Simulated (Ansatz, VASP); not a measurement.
**One calculation of TiO2, two programs**

INCAR

```
SYSTEM = TiO2
PREC = Accurate
ENCUT = 520
EDIFF = 1E-6
ISMEAR = 0
SIGMA = 0.05
LREAL = .FALSE.
LASPH = .TRUE.
NELM = 150
ALGO = Normal
ISIF = 2
LWAVE = .FALSE.
LCHARG = .FALSE.
LMAXMIX = 4
LDAU = .TRUE.
LDAUTYPE = 2
LDAUL = 2 -1
LDAUU = 4 0
LDAUJ = 0 0
LDAUPRINT = 1
GGA = PE
IVDW = 12
NBANDS = 19
```

File KPOINTS:

```
regular mesh
0
G
  9 9 9
  0 0 0
```

POSCAR

```
TiO2
1.0
    1.5742500000      0.9088936613      5.2476666667
   -1.5742500000      0.9088936613      5.2476666667
    0.0000000000     -1.8177873226      5.2476666667
Ti O
1 2
Direct
    0.0000000000      0.0000000000      0.0000000000
    0.6017580785      0.6017580785      0.6017580785
    0.3982419215      0.3982419215      0.3982419215
```

Input for Ansatz:

```yaml
crystal:
  lattice:
    - [1.57425, 0.9088936613, 5.2476666667]
    - [-1.57425, 0.9088936613, 5.2476666667]
    - [0.0, -1.8177873226, 5.2476666667]
  atoms:
    - { symbol: Ti, position: [0.0, 0.0, 0.0] }
    - { symbol: O, position: [0.6017580785, 0.6017580785, 0.6017580785] }
    - { symbol: O, position: [0.3982419215, 0.3982419215, 0.3982419215] }
basis:
  ecutwfc: 520.0
kpoints:
  mp_grid: { grid: [9, 9, 9] }
hamiltonian:
  xc: pbe
  pseudopotentials: { kind: paw, azcp: { folder: soft_1 } }
  dispersion: d3bj
  hubbard: { sites: [{ species: Ti, l: d, u_eff: 4.0 }] }
scf:
  occupations: { method: gaussian, width: 0.05 }
output:
  forces: true
  stress: true
  eigenvalues: true
```

Alike in both runs: task single point; functional PBE; dispersion D3(BJ); k mesh 9 × 9 × 9; occupations gaussian, width 0.05 eV; no spin polarisation; Hubbard terms Ti d U = 4.0 eV.

|  | VASP | Ansatz |
| --- | --- | --- |
| version | VASP 6.6.1 | Ansatz 0.2.0 |
| potentials or method | VASP PAW PBE potentials, release 64 (Ti_sv, O), cutoff 520 eV | scalar-relativistic, plane waves, PAW |
| valence electrons in the cell | 24 | 24 |

Ansatz gave:

| Item | Value |
| --- | --- |
| gap on the k mesh at the Fermi level (eV) | 2.55 |
| least direct gap on the mesh (eV) | 2.72 |
| pressure (GPa) | -19.4 |
| traceless stress, the component that is largest in VASP (GPa) | 4.81 |
| rms of the force components (eV/Å) | 0.895 |

Question: Estimate VASP's values.

Answer: gap on the k mesh at the Fermi level (eV): 2.60; least direct gap on the mesh (eV): 2.80; pressure (GPa): -17.6; traceless stress, the component that is largest in VASP (GPa): 4.84; rms of the force components (eV/Å): 0.767.

The programs project onto different local orbitals, so the same U acts differently, and such runs can settle in different states. Atom by atom the forces differ by 0.128 eV/Å (rms over components).
